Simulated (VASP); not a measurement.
Here is a VASP 6.6.1 calculation.

File INCAR:

```
SYSTEM = Li3HSe
PREC     = Accurate       ! precision mode
ENCUT    = 600            ! plane-wave cutoff, eV
EDIFF    = 1E-7           ! SCF threshold, eV
ISMEAR   = 0              ! smearing method
SIGMA    = 0.02           ! smearing width, eV
LREAL    = .FALSE.        ! projectors in reciprocal space
LASPH    = .TRUE.         ! aspherical terms in the spheres
NELM     = 80             ! most SCF steps
ALGO     = Normal         ! electronic algorithm
ISIF     = 3              ! what is computed and relaxed
LWAVE    = .FALSE.        ! write WAVECAR
LCHARG   = .FALSE.        ! write CHGCAR
GGA      = PE             ! functional
IVDW     = 12             ! dispersion correction
IBRION   = 2              ! ionic algorithm
NSW      = 70             ! ionic steps
EDIFFG   = -0.005         ! ionic threshold
```

KPOINTS

```
regular mesh
0
G
  6 6 6
  0 0 0
```

Contents of POSCAR:

```
Li3HSe
1.0
    3.9443860828      0.0000000000      0.0000000000
    0.0000000000      3.9443860828      0.0000000000
    0.0000000000      0.0000000000      3.9443860828
Li H Se
3 1 1
Direct
    0.0000000000      0.5000000000      0.5000000000
    0.5000000000      0.0000000000      0.5000000000
    0.5000000000      0.5000000000      0.0000000000
    0.5000000000      0.5000000000      0.5000000000
    0.0000000000      0.0000000000      0.0000000000
```

Potentials or basis: VASP PAW PBE potentials, release 64 (Li_sv, H, Se).

Run with:

```console
$ cat potpaw_PBE.64/Li_sv/POTCAR potpaw_PBE.64/H/POTCAR potpaw_PBE.64/Se/POTCAR > POTCAR
$ mpirun -np 1 vasp_std > vasp.out
```

What does it give for the relaxed cell?

a = 3.824 Å, b = 3.824 Å, c = 3.824 Å, α = 90.00°, β = 90.00°, γ = 90.00°.

Estimate the dispersion energy per atom.

-0.281 eV.

Final structure:
```xyz
5
Lattice="3.8238 0.0000 0.0000 0.0000 3.8238 0.0000 0.0000 0.0000 3.8238" Properties=species:S:1:pos:R:3 pbc="T T T"
Li    0.0000    1.9119    1.9119
Li    1.9119    0.0000    1.9119
Li    1.9119    1.9119    0.0000
H     1.9119    1.9119    1.9119
Se    0.0000    0.0000    0.0000
```
